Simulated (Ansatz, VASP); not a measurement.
## SnSe2: VASP beside Ansatz

File INCAR:

```
PREC = Accurate
ENCUT = 500
EDIFF = 1E-6
ISMEAR = 0
SIGMA = 0.01
LREAL = F
LASPH = T
NELM = 120
ALGO = Normal
ISIF = 2
LWAVE = F
LCHARG = F
GGA = PS
NBANDS = 20
GGA_COMPAT = F
```

KPOINTS

```
Automatic mesh
0
Gamma
  6 6 4
```

The input POSCAR:

```
SnSe2
1.0
    3.9039876655      0.0000000000      0.0000000000
   -1.9519938327      3.3809526851      0.0000000000
    0.0000000000      0.0000000000      6.2857172173
Sn Se
1 2
Direct
    0.0000000000      0.0000000000      0.0000000000
    0.3333333333      0.6666666667      0.2490000000
    0.6666666667      0.3333333333      0.7510000000
```

Input for Ansatz:

```yaml
crystal:
  lattice:
    - [3.9039876654645562, 0.0, 0.0]
    - [-1.9519938327322781, 3.38095268507361, 0.0]
    - [0.0, 0.0, 6.285717217342041]
  atoms:
    - { symbol: Sn, position: [0.0, 0.0, 0.0] }
    - { symbol: Se, position: [0.3333333333333333, 0.6666666666666666, 0.249] }
    - { symbol: Se, position: [0.6666666666666666, 0.3333333333333333, 0.751] }
basis:
  ecutwfc: 450.0
kpoints:
  mp_grid:
    grid: [6, 6, 4]
hamiltonian:
  xc: pbesol
scf:
  occupations:
    method: fixed
output:
  stress: true
```

Alike in both runs: task single point; functional PBEsol; k mesh 6 × 6 × 4; no spin polarisation.

|  | VASP | Ansatz |
| --- | --- | --- |
| version | VASP 6.6.1 | Ansatz 0.2.0 |
| potentials or method | VASP PAW PBE potentials, release 64 (Sn_d, Se), cutoff 500 eV | plane waves, PAW |
| occupations | gaussian, width 0.01 eV | fixed |
| valence electrons in the cell | 26 | 46 |

```csv
,VASP,Ansatz,Ansatz less VASP
pressure (GPa),-2.1,-2.2,-0.09
"traceless stress, the component that is largest in VASP (GPa)",1.23,1.22,-0.004
```

VASP's potentials were made for PBE, not for PBEsol. VASP's potentials hold 26 valence electrons a cell and Ansatz's 46, so a difference there can come from the potentials and not from the codes.
